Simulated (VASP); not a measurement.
Here is a VASP 6.6.1 calculation.

INCAR

```
PREC = Accurate
ENCUT = 600
EDIFF = 1E-7
ISMEAR = 0
SIGMA = 0.02
LREAL = False
LASPH = True
NELM = 120
ALGO = Normal
ISIF = 3
LWAVE = False
LCHARG = False
IBRION = 2
NSW = 100
EDIFFG = -0.005
GGA_COMPAT = False
NELMIN = 4
```

File KPOINTS:

```
Automatic mesh
0
Gamma
  12 12 12
```

File POSCAR:

```
C
1.0
    0.0000000000      1.7660493893      1.7660493893
    1.7660493893      0.0000000000      1.7660493893
    1.7660493893      1.7660493893      0.0000000000
C
2
Direct
    0.5000000000      0.5000000000      0.5000000000
    0.7500000000      0.7500000000      0.7500000000
```

Potentials or basis: VASP PAW LDA potentials, release 64 (C).

Run with:

```sh
$ cat potpaw_LDA.64/C/POTCAR > POTCAR
$ mpirun -np 1 vasp_std > vasp.out
```

(1) What does it give for the band gap on the k mesh?

(2) What does it give for the space group after relaxing (to 0.1 Å)?

Answers

(1) 4.19 eV (least direct gap 5.62 eV).

(2) Fd-3m (No. 227).
